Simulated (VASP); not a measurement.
Write the native input for VASP 6.6.1 that does the following.

```yaml
Task: single point
Functional: PBEsol
Potentials_or_basis: VASP PAW PBE potentials, release 64 (Au, Fe)
Cutoff: 520 eV
k_mesh: 15 × 15 × 15
Occupations: fermi-dirac, width 0.05 eV
Spin: collinear spin, ferromagnetic start
Starting_moments: "[0.0, 3.0] μB"
Dipole_correction: no
Further_INCAR_settings: ALGO = Fast; EDIFF = 1e-06; NBANDS = 20
```

The structure of FeAu lies in POSCAR:

```
FeAu
1.0
    1.4117478522      0.8150730025      4.4694532999
   -1.4117478522      0.8150730025      4.4694532999
    0.0000000000     -1.6301460050      4.4694532999
Au Fe
1 1
Direct
    0.0000000000      0.0000000000      0.0000000000
    0.5000000000      0.5000000000      0.5000000000
```

The input as run:

INCAR

```
SYSTEM = FeAu
ALGO = Fast
EDIFF = 1E-6
ENCUT = 520
GGA = PS
ISIF = 2
ISMEAR = -1
ISPIN = 2
LASPH = .True.
LCHARG = .False.
LMAXMIX = 4
LORBIT = 11
LREAL = .False.
LWAVE = .False.
MAGMOM = 0 3
NBANDS = 20
NELM = 150
PREC = Accurate
SIGMA = 0.05
```

KPOINTS

```
k-points
0
Gamma
  15 15 15
  0 0 0
```

Potentials or basis: VASP PAW PBE potentials, release 64 (Au, Fe).

The run is started by

```bash
$ cat potpaw_PBE.64/Au/POTCAR potpaw_PBE.64/Fe/POTCAR > POTCAR
$ mpirun -np 1 vasp_std > vasp.out
```

Results of the run:

The pressure is -9.0 GPa and the net moment is 2.91 μB per cell. The site moments are Au +0.04; Fe +2.88 μB and the valence electrons inside the program's atomic spheres are Au 9.73; Fe 6.83.

Caveat: the cell stands under tension; the PAW data sets were made with another functional, which shifts forces and pressure a little.

Wall time 21 min on 1 thread of Intel Xeon 8259CL (shared host), peak memory 0.51 GiB.
